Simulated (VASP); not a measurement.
# ZrNb2C3 (P-3m1) in VASP: further runs, part 3 of 3

VASP 6.6.1. The steps go on from the part before.

## (7) Single point, PBE

File INCAR:

```
ALGO = Normal
EDIFF = 1E-6
ENCUT = 520
GGA = PE
ISIF = 2
ISMEAR = 0
LASPH = T
LCHARG = F
LREAL = F
LWAVE = F
NBANDS = 34
NELM = 100
PREC = Accurate
SIGMA = 0.1
```

File KPOINTS:

```
k-points
0
Gamma
  12 12 6
```

File POSCAR:

```
ZrNb2C3
1.0
    3.2209082798      0.0000000000      0.0000000000
   -1.6104541399      2.7893883936      0.0000000000
    0.0000000000      0.0000000000      7.8876653831
Zr Nb C
1 2 3
Direct
    0.0000000000      0.0000000000      0.5000000000
    0.3333333333      0.6666666667      0.1601859382
    0.6666666667      0.3333333333      0.8398140618
    0.3333333333      0.6666666667      0.6760139226
    0.6666666667      0.3333333333      0.3239860774
    0.0000000000      0.0000000000      0.0000000000
```

Potentials or basis: VASP PAW PBE potentials, release 64 (Zr_sv, Nb_sv, C).

Started as:

```bash
$ cat potpaw_PBE.64/Zr_sv/POTCAR potpaw_PBE.64/Nb_sv/POTCAR potpaw_PBE.64/C/POTCAR > POTCAR
$ mpirun -np 1 vasp_std > vasp.out
```

OUTCAR:

```text
EDIFF = 1E-6
   ENCUT = 520
   GGA = PE
   ISIF = 2
   ISMEAR = 0
   LASPH = T
   LREAL = F
   NELM = 100
   PREC = Accurate

 ion  position               nearest neighbor table
   1  0.000  0.000  0.500-   4 2.32   5 2.32   5 2.32   4 2.32   5 2.32   4 2.32   2 3.26   3 3.26
                             2 3.26   3 3.26   3 3.26   2 3.26
   2  0.333  0.667  0.160-   6 2.25   6 2.25   6 2.25   5 2.26   5 2.26   5 2.26   1 3.26   1 3.26
                             1 3.26
   3  0.667  0.333  0.840-   6 2.25   6 2.25   6 2.25   4 2.26   4 2.26   4 2.26   1 3.26   1 3.26
                             1 3.26
   4  0.333  0.667  0.676-   3 2.26   3 2.26   3 2.26   1 2.32   1 2.32   1 2.32
   5  0.667  0.333  0.324-   2 2.26   2 2.26   2 2.26   1 2.32   1 2.32   1 2.32
   6  0.000  0.000  0.000-   2 2.25   3 2.25   3 2.25   2 2.25   3 2.25   2 2.25

  LATTYP: Found a hexagonal cell.
 ALAT       =     3.2209082798
 C/A-ratio  =     2.4488947520

  Lattice vectors:

 A1 = (   3.2209082798,   0.0000000000,   0.0000000000)
 A2 = (  -1.6104541399,   2.7893883936,   0.0000000000)
 A3 = (   0.0000000000,   0.0000000000,   7.8876653831)

Analysis of symmetry for initial positions (statically):
=====================================================================
 Subroutine PRICEL returns:
 Original cell was already a primitive cell.

 Routine SETGRP: Setting up the symmetry group for a
 hexagonal supercell.

 Subroutine GETGRP returns: Found 12 space group operations
 (whereof 12 operations were pure point group operations)
 out of a pool of 24 trial point group operations.

The static configuration has the point symmetry D_3d.

Analysis of symmetry for dynamics (positions and initial velocities):
=====================================================================
 Subroutine PRICEL returns:
 Original cell was already a primitive cell.

 Routine SETGRP: Setting up the symmetry group for a
[... 135 lines left out ...]
  volume/ion in A,a.u.               =      11.81        79.70
  Fermi-wavevector in a.u.,A,eV,Ry     =   1.457425  2.754134 28.899968  2.124088
  Thomas-Fermi vector in A             =   2.574228
   LORBIT       =      0    0 simple, 1 ext, 2 COOP (PROOUT), +10 PAW based schemes
   GGA     = PE    functional components
   LHFCALC =     F    Hartree Fock is set to
   AEXX    =    0.0000 exact exchange contribution
   IVDW    =     0    specifies the selected vdW correction
   LEPSILON=     F    determine dielectric tensor
   LRPA    =     F    only Hartree local field effects (RPA)
 non-spin polarized calculation
 Gauss-broadening in eV      SIGMA  =   0.10
  energy-cutoff  :      520.00
  volume of cell :       70.87
 maximum number of plane-waves:      1950
   NGX = 11   NGY = 11   NGZ = 29

 number of electron      50.0000002 magnetization

 Free energy of the ion-electron system (eV)
  ---------------------------------------------------
  ext. energy  EPLUGINS =         0.00000000
  ---------------------------------------------------
  free energy    TOTEN  =       -60.64302016 eV

  energy without entropy =      -60.63140920  energy(sigma->0) =      -60.63721468

 E-fermi :  11.6312     XC(G=0): -12.7271

 val. band max:       11.6080360991   @ k =   0.1667   0.0000   0.5000
 cond. band min:      11.6367706854   @ k =   0.1667   0.0000   0.1667
 fundamental gap:      0.0287345863
 Fermi energy:        11.6311922492

 k-point     1 :       0.0000    0.0000    0.0000
  band No.  band energies     occupation
      1     -44.0884      2.00000
      2     -44.0307      2.00000
      3     -37.0424      2.00000
      4     -20.4102      2.00000
      5     -19.9960      2.00000
      6     -19.9228      2.00000
[... 877 lines left out ...]
     33      14.9539      0.00000
     34      15.5598      0.00000

 [... further k-points ...]

------------------------ aborting loop because EDIFF is reached ----------------------------------------

  FORCE on cell =-STRESS in cart. coord.  units (eV):
  Direction    XX          YY          ZZ          XY          YZ          ZX
  --------------------------------------------------------------------------------------
  -------------------------------------------------------------------------------------
  Total       -0.0752191     -0.0752191     -0.0715085      0.0000000     -0.0000000      0.0000000
  in kB       -1.7006033     -1.7006033     -1.6167110      0.0000000     -0.0000000      0.0000000
  external PRESSURE =      -1.6726392 kB  Pullay stress =       0.0000000 kB

 VOLUME and BASIS-vectors are now :
 -----------------------------------------------------------------------------
  energy-cutoff  :      520.00
  volume of cell :       70.87
      direct lattice vectors                 reciprocal lattice vectors
     3.220908280  0.000000000  0.000000000     0.310471430  0.179250764  0.000000000
    -1.610454140  2.789388394  0.000000000     0.000000000  0.358501528  0.000000000
     0.000000000  0.000000000  7.887665383     0.000000000  0.000000000  0.126780226

 POSITION                                       TOTAL-FORCE (eV/Angst)
 -----------------------------------------------------------------------------------
      0.00000      0.00000      3.94383         0.000000      0.000000     -0.000000
     -0.00000      1.85959      1.26349        -0.000000     -0.000000     -0.010560
      1.61045      0.92980      6.62417        -0.000000      0.000000      0.010560
     -0.00000      1.85959      5.33217         0.000000     -0.000000      0.025486
      1.61045      0.92980      2.55549         0.000000      0.000000     -0.025486
      0.00000      0.00000      0.00000         0.000000      0.000000     -0.000000
 -----------------------------------------------------------------------------------
    total drift:                                0.000000     -0.000000     -0.000000

  FREE ENERGIE OF THE ION-ELECTRON SYSTEM (eV)
  ---------------------------------------------------
  free  energy   TOTEN  =       -60.6430201618 eV

  energy  without entropy=      -60.6314091981  energy(sigma->0) =      -60.63721468
```

OSZICAR:

```text
N       E                     dE             d eps       ncg     rms          rms(c)
DAV:   1     0.519065725253E+03    0.51907E+03   -0.27091E+04  6800   0.153E+03
DAV:   2    -0.214004966200E+02   -0.54047E+03   -0.51917E+03  8040   0.546E+02
DAV:   3    -0.692633681465E+02   -0.47863E+02   -0.47015E+02 12656   0.126E+02
DAV:   4    -0.718664568326E+02   -0.26031E+01   -0.25948E+01 10488   0.248E+01
DAV:   5    -0.720005104775E+02   -0.13405E+00   -0.13397E+00 11992   0.613E+00    0.296E+01
DAV:   6    -0.610519194675E+02    0.10949E+02   -0.64881E+01  9958   0.389E+01    0.105E+01
DAV:   7    -0.606698555890E+02    0.38206E+00   -0.62029E+00 11316   0.142E+01    0.656E+00
DAV:   8    -0.606455552579E+02    0.24300E-01   -0.95600E-01  9734   0.539E+00    0.266E+00
DAV:   9    -0.606411246729E+02    0.44306E-02   -0.16561E-01 11744   0.236E+00    0.744E-01
DAV:  10    -0.606436220213E+02   -0.24973E-02   -0.31690E-02  9926   0.986E-01    0.305E-01
DAV:  11    -0.606429994545E+02    0.62257E-03   -0.61227E-03 10096   0.484E-01    0.820E-02
DAV:  12    -0.606430207636E+02   -0.21309E-04   -0.74894E-04 10700   0.162E-01    0.385E-02
DAV:  13    -0.606430321681E+02   -0.11405E-04   -0.11126E-04 10954   0.693E-02    0.317E-02
DAV:  14    -0.606430221711E+02    0.99970E-05   -0.16084E-05  9550   0.211E-02    0.110E-02
DAV:  15    -0.606430207133E+02    0.14578E-05   -0.52215E-06  8744   0.107E-02    0.311E-03
DAV:  16    -0.606430201618E+02    0.55149E-06   -0.40647E-07  4512   0.461E-03
   1 F= -.60643020E+02 E0= -.60637215E+02  d E =-.116110E-01
```

Wall time 5.7 min (1 thread of AMD EPYC 7R13, shared host); peak memory 0.31 GiB.

What came out:

```yaml
Free_energy: -60.6430 eV
Pressure: -0.2 GPa
Largest_force: 0.025 eV/Å
Band_gap_on_the_k_mesh: zero (bands 25 and 26 overlap by 1.82 eV)
```

Forces on the atoms (eV/Å):
```
Zr   0.000  0.000  0.000
Nb   0.000  0.000 -0.011
Nb   0.000  0.000  0.011
C    0.000  0.000  0.025
C    0.000  0.000 -0.025
C    0.000  0.000  0.000
```

Levels at points of the mesh, in eV from the Fermi level:
```
           k point  band 21  band 22  band 23  band 24  band 25  band 26  band 27  band 28  band 29  band 30
(0.00, 0.00, 0.00)    -3.51    -0.88    -0.88    -0.70     0.03     0.03     0.03     0.97     0.97     1.21
(0.50, 0.00, 0.00)    -3.54    -3.40    -3.31    -1.01    -0.98     1.01     1.41     2.13     2.36     3.01
(0.00, 0.00, 0.50)    -2.51    -2.51    -1.96    -1.96    -0.51    -0.51     0.54     0.54     0.84     1.13
(0.50, 0.00, 0.50)    -3.65    -3.55    -2.33    -2.28    -0.72    -0.44     2.10     2.47     2.67     3.24
```

## (8) Summary

| task | spin | cell | k mesh | cutoff (eV) | gap on the mesh (eV) | pressure (GPa) | largest force (eV/Å) |
| --- | --- | --- | --- | --- | --- | --- | --- |
| single point | off | a = 3.224, b = 3.224, c = 7.886 Å, angles 90.0, 90.0, 120.0°, 6 atoms, atomic positions A | 6 × 6 × 2 | 520 | none | -0.3 | 0.03 |
| single point | off | a = 3.280, b = 3.280, c = 8.373 Å, angles 90.0, 90.0, 120.0°, 6 atoms, atomic positions B | 6 × 6 × 2 | 520 | none | -21.1 | 1.25 |
| relaxation of cell and atoms | off | relaxed from a = 3.280, b = 3.280, c = 8.373 Å, angles 90.0, 90.0, 120.0°, 6 atoms, atomic positions B | 6 × 6 × 2 | 600 | none | 0.0 | 0.02 |
| single point | collinear | a = 3.224, b = 3.224, c = 7.886 Å, angles 90.0, 90.0, 120.0°, 6 atoms, atomic positions A | 6 × 6 × 2 | 520 | none | -0.3 | 0.03 |
| single point | off | a = 3.221, b = 3.221, c = 7.888 Å, angles 90.0, 90.0, 120.0°, 6 atoms, atomic positions A | 12 × 12 × 6 | 520 | none | -0.2 | 0.03 |

Alike in all rows: level PBE; potentials or basis VASP PAW PBE potentials, release 64 (Zr_sv, Nb_sv, C); smearing gaussian 0.1 eV.

Caveats: some runs use coarse meshes; forces of over 1 eV/Å act on the atoms, so gaps and moduli don't describe the material at rest (at least some runs).

Absolute energies hang on the potentials; compare differences alone.
